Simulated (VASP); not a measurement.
## ZrS2: single point with HSE06

ZrS2:

```
Zr S
1.0
     3.56417    0.00000    0.00000
    -1.78208    3.08666    0.00000
     0.00000    0.00000    5.68115
Zr S
1 2
Direct
  0.00000 0.00000 0.00000
  0.33333 0.66667 0.26096
  0.66667 0.33333 0.73904
```

This cell differs from its parent crystal: strain -3.0%.

| Quantity | Value |
| --- | --- |
| Program | VASP 6.6.1 |
| Task | single point |
| Functional | HSE06 |
| Potentials or basis | VASP PAW PBE potentials, release 64 (Zr_sv, S) |
| Cutoff | 400 eV |
| k mesh | 6 × 6 × 4 |
| Occupations | gaussian, width 0.01 eV |
| Spin | no spin polarisation |
| Dipole correction | no |
| Grid for exact exchange (PRECFOCK) | Normal |
| Further INCAR settings | ALGO = Normal; EDIFF = 1e-06; NBANDS = 19 |
| Share of exact exchange | 0.25 |
| Screening parameter | 0.2079 1/Å |

| Quantity | Value |
| --- | --- |
| Pressure | 5.0 GPa |
| Largest force | 0.186 eV/Å |
| Band gap on the k mesh | 1.21 eV (least direct gap 2.21 eV) |

Forces in eV/Å, atoms in the order of the input:
```
Zr   0.000  0.000  0.000
S    0.000  0.000 -0.186
S    0.000  0.000  0.186
```

Stress tensor (GPa, compression positive):
```
6.08 0.00 0.00
0.00 6.08 0.00
0.00 0.00 2.71
```

Levels at points of the mesh, in eV from the valence-band top:
```tsv
k point	band 10	band 11	band 12	band 13	band 14	band 15
(0.00, 0.00, 0.00)	-0.19	-0.19	0.00	2.31	2.31	2.89
(0.50, 0.00, 0.00)	-2.98	-2.58	-1.65	1.45	4.49	4.96
(0.00, 0.00, 0.50)	-2.60	-0.45	-0.45	2.24	2.24	3.47
(0.50, 0.00, 0.50)	-3.00	-1.15	-1.01	1.21	4.46	4.94
```

Wall time 44 min on 1 thread of Intel(R) Xeon(R) Platinum 8259CL CPU @ 2.50GHz (Skylake/Cascade Lake), with other jobs on the host, peak memory 0.28 GiB.

Caveat: the cell differs from its parent crystal (strain -3.0%); the cell stands under pressure; the PAW data sets were made with another functional, which shifts forces and pressure a little. A k mesh can miss the band edges.
